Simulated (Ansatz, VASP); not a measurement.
Two plane-wave programs on ZrC

File INCAR:

```
ALGO     = Normal         # electronic algorithm
EDIFF    = 1E-6           # SCF threshold, eV
ENCUT    = 520            # plane-wave cutoff, eV
GGA      = PE             # functional
ISIF     = 2              # what is computed and relaxed
ISMEAR   = 0              # smearing method
LASPH    = T              # aspherical terms in the spheres
LCHARG   = T              # write CHGCAR
LELF     = T              # ELF
LREAL    = F              # projectors in reciprocal space
LVHAR    = T            
LWAVE    = F              # write WAVECAR
NBANDS   = 15             # bands
NELM     = 80             # most SCF steps
PREC     = Accurate       # precision mode
SIGMA    = 0.15           # smearing width, eV
```

File KPOINTS:

```
k-points
0
Gamma
  20 20 20
```

POSCAR

```
ZrC
1.0
    0.0000000000      2.3122967573      2.4279115952
    2.3122967573      0.0000000000      2.4279115952
    2.3122967573      2.3122967573      0.0000000000
Zr C
1 1
Direct
    0.5000000000      0.5000000000      0.5000000000
    0.0000000000      0.0000000000      0.0000000000
```

Input for Ansatz:

```yaml
crystal:
  lattice:
    - [0.0, 2.3122967573, 2.4279115952]
    - [2.3122967573, 0.0, 2.4279115952]
    - [2.3122967573, 2.3122967573, 0.0]
  atoms:
    - { symbol: Zr, position: [0.5, 0.5, 0.5] }
    - { symbol: C, position: [0.0, 0.0, 0.0] }
basis:
  ecutwfc: 420
kpoints:
  mp_grid: { grid: [20, 20, 20] }
hamiltonian:
  xc: pbe
scf:
  occupations: { method: gaussian, width: 0.15 }
output:
  forces: true
  stress: true
  eigenvalues: true
```

Alike in both runs: task single point; functional PBE; k mesh 20 × 20 × 20; occupations gaussian, width 0.15 eV; no spin polarisation.

|  | VASP | Ansatz |
| --- | --- | --- |
| version | VASP 6.6.1 | Ansatz 0.2.0 |
| potentials or method | VASP PAW PBE potentials, release 64 (Zr_sv, C), cutoff 520 eV | scalar-relativistic, plane waves, PAW |
| valence electrons in the cell | 16 | 16 |

```csv
,VASP,Ansatz,Ansatz less VASP
gap on the k mesh at the Fermi level (eV),none,none,-
pressure (GPa),2.4,2.2,-0.25
"traceless stress, the component that is largest in VASP (GPa)",-11.24,-11.17,+0.068
```

A gap of «none» marks a metal or a gap that the smearing closes.
